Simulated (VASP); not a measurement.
Wanted: the native input for a VASP 6.6.1 run.

```yaml
Task: single point
Functional: LDA
Potentials_or_basis: VASP PAW LDA potentials, release 64 (V_sv)
Cutoff: 520 eV
k_mesh: 25 × 25 × 25
Occupations: fermi-dirac, width 0.1 eV
Spin: no spin polarisation
Dipole_correction: no
Further_INCAR_settings: ALGO = Normal; EDIFF = 1e-06; NBANDS = 12
```

The structure of V lies in POSCAR:

```
V
1.0
   -1.4636513664      1.4636513664      1.4636513664
    1.4636513664     -1.4636513664      1.4636513664
    1.4636513664      1.4636513664     -1.4636513664
V
1
Direct
    0.0000000000      0.0000000000      0.0000000000
```

One way to write it, as run:

INCAR

```
SYSTEM = V
PREC = Accurate
ENCUT = 520
EDIFF = 1E-6
ISMEAR = -1
SIGMA = 0.1
LREAL = .FALSE.
LASPH = .TRUE.
NELM = 80
ALGO = Normal
ISIF = 2
LWAVE = .FALSE.
LCHARG = .FALSE.
NBANDS = 12
```

KPOINTS

```
regular mesh
0
G
  25 25 25
  0 0 0
```

Potentials or basis: VASP PAW LDA potentials, release 64 (V_sv).

Command:

```console
$ cat potpaw_LDA.64/V_sv/POTCAR > POTCAR
$ mpirun -np 1 vasp_std > vasp.out
```

Results of the run:

The pressure is 0.5 GPa.

Wall time 71 s on 1 thread of Intel Xeon 8259CL, on a shared host, peak memory 0.18 GiB.
